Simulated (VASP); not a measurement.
ZnO, 2 atoms in the cell. The structure is tetragonal, space group I4/mmm (No. 139). The conventional cell has a = 2.986 Å, b = 2.986 Å, c = 4.268 Å, α = 90.00°, β = 90.00°, γ = 90.00°. Within 2.8 Å of Zn (site symmetry 4/mmm) lie 6 O at 2.11 to 2.13 Å. Within 2.8 Å of O (site symmetry 4/mmm) lie 6 Zn at 2.11 to 2.13 Å.  This cell differs from its parent crystal: biaxial xy strain -1.0%.

```yaml
Program: VASP 6.6.1
Task: single point
Functional: PBE
Potentials_or_basis: VASP PAW PBE potentials, release 64 (Zn, O)
Cutoff: 520 eV
k_mesh: 10 × 10 × 10
Occupations: fermi-dirac, width 0.02 eV
Spin: no spin polarisation
Dipole_correction: no
Further_INCAR_settings: ALGO = Normal; EDIFF = 1e-06; NBANDS = 16
```

Potentials or basis: VASP PAW PBE potentials, release 64 (Zn, O).

Run with:

```console
$ cat potpaw_PBE.64/Zn/POTCAR potpaw_PBE.64/O/POTCAR > POTCAR
$ mpirun -np 1 vasp_std > vasp.out
```

Hardware: 1 thread of Intel Xeon 8259CL (shared host).

How long does it take, and how much memory?

Run time: 30 s on 1 thread of Intel Xeon 8259CL, on a shared host, peak memory 0.16 GiB. Counts: scf iterations 12, k points 102.
